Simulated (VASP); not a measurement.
Crystal: AlN.

```
CELL_PARAMETERS angstrom
0.00000 2.01887 2.01887
2.01887 0.00000 2.01887
2.01887 2.01887 0.00000
ATOMIC_POSITIONS crystal
Al 0.00000 0.00000 0.00000
N 0.50000 0.50000 0.50000
```

Program: VASP 6.6.1. Alike in all runs: task single point; potentials or basis VASP PAW PBE potentials, release 64 (Al, N); no spin polarisation; cell as given.

**Question.** Order these runs on this cell by their pressure, lowest first.
A. level PBE; k mesh 8 × 8 × 8; cutoff (eV) 600; smearing gaussian 0.001 eV
B. level PBE-based screened hybrid; k mesh 6 × 6 × 6; cutoff (eV) 520; smearing gaussian 0.01 eV; grid for exact exchange (PRECFOCK) Normal; screening parameter 0.3 1/Å; share of exact exchange 0.35
C. level HSE06; k mesh 6 × 6 × 6; cutoff (eV) 520; smearing gaussian 0.2 eV; grid for exact exchange (PRECFOCK) Normal; screening parameter 0.2079 1/Å

**Answer.** B (-3.9 GPa), C (-1.5 GPa), A (6.0 GPa).

Caveats: some runs use coarse meshes; the PAW data sets were made with another functional, which shifts forces and pressure a little (some runs).
